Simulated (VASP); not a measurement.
Input of a VASP 6.6.1 run:

File POSCAR:

```
Mg2SO
1.0
    3.6377426697      0.0000000000      0.0000000000
    0.0000000000      3.6377426697      0.0000000000
    0.0000000000      0.0000000000      4.8346326386
O Mg S
1 2 1
Direct
    0.0000000000      0.0000000000      0.0000000000
    0.0000000000      0.5000000000      0.8113169975
    0.5000000000      0.0000000000      0.1886830025
    0.5000000000      0.5000000000      0.5000000000
```

Contents of INCAR.step1:

```
ALGO     = Normal         # electronic algorithm
EDIFF    = 1E-5           # SCF threshold, eV
ENCUT    = 920            # plane-wave cutoff, eV
GGA      = PE             # functional
GGA_COMPAT= F            
ISMEAR   = 0              # smearing method
LASPH    = T              # aspherical terms in the spheres
LCHARG   = F              # write CHGCAR
LREAL    = F              # projectors in reciprocal space
LWAVE    = T              # write WAVECAR
NBANDS   = 24             # bands
NELM     = 120            # most SCF steps
PREC     = Accurate       # precision mode
SIGMA    = 0.01           # smearing width, eV
```

File INCAR.step2:

```
ALGO     = Normal         # electronic algorithm
EDIFF    = 1E-6           # SCF threshold, eV
ENCUT    = 920            # plane-wave cutoff, eV
GGA_COMPAT= F            
ISIF     = 2              # what is computed and relaxed
ISMEAR   = 0              # smearing method
ISTART   = 1            
LASPH    = T              # aspherical terms in the spheres
LCHARG   = F              # write CHGCAR
LMIXTAU  = T            
LREAL    = F              # projectors in reciprocal space
LWAVE    = F              # write WAVECAR
METAGGA  = R2SCAN         # meta-GGA
NBANDS   = 24             # bands
NELM     = 120            # most SCF steps
PREC     = Accurate       # precision mode
SIGMA    = 0.01           # smearing width, eV
```

File KPOINTS:

```
k-points
0
Gamma
  6 6 4
```

Potentials or basis: VASP PAW PBE potentials, release 64 (O, Mg_sv, S).

The run is started by

```bash
$ cat potpaw_PBE.64/O/POTCAR potpaw_PBE.64/Mg_sv/POTCAR potpaw_PBE.64/S/POTCAR > POTCAR
$ cp INCAR.step1 INCAR
$ mpirun -np 1 vasp_std > vasp.out
$ cp INCAR.step2 INCAR
$ mpirun -np 1 vasp_std > vasp.out
```

**Question.** What does it give for the band gap on the k mesh?

**Answer.** 2.25 eV (least direct gap 2.42 eV).

**Question.** Predict the pressure.

**Answer.** 3.0 GPa.

Forces on the atoms (eV/Å):
```
O    0.000  0.000  0.000
Mg   0.000  0.000  0.064
Mg   0.000  0.000 -0.064
S    0.000  0.000  0.000
```

Caveat: the PAW data sets were made with another functional, which shifts forces and pressure a little. A k mesh can miss the band edges.
